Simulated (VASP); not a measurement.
Runs of VASP 6.6.1 on Li4BeNbP3. The structure is that of space group P-43m (No. 215), or close to it. The cells are those of the table. 

| task | cell | k mesh | cutoff (eV) | gap on the mesh (eV) | largest force (eV/Å) |
| --- | --- | --- | --- | --- | --- |
| single point | a = 5.437 Å, 9 atoms | 8 × 8 × 8 | 520 | none | - |
| single point | a = 5.432 Å, 9 atoms | 4 × 4 × 4 | 520 | none | 0.01 |
| single point | a = 5.132 Å, 9 atoms | 4 × 4 × 4 | 520 | none | (a) |
| relaxation of cell and atoms | relaxed from a = 5.432 Å, 9 atoms | 8 × 8 × 8 | 600 | none | - |

Alike in all rows: level PBE; potentials or basis VASP PAW PBE potentials, release 64 (Li_sv, Be, Nb_sv, P); no spin polarisation; smearing gaussian 0.1 eV.

Fill in the values left out.

(a) 4.93.

Caveats: forces of over 1 eV/Å act on the atoms, so gaps and moduli don't describe the material at rest (some runs).

A k mesh can miss the band edges, and the runs leave out spin-orbit coupling on Nb.

A gap of «none» marks levels without a gap at the run's occupations.
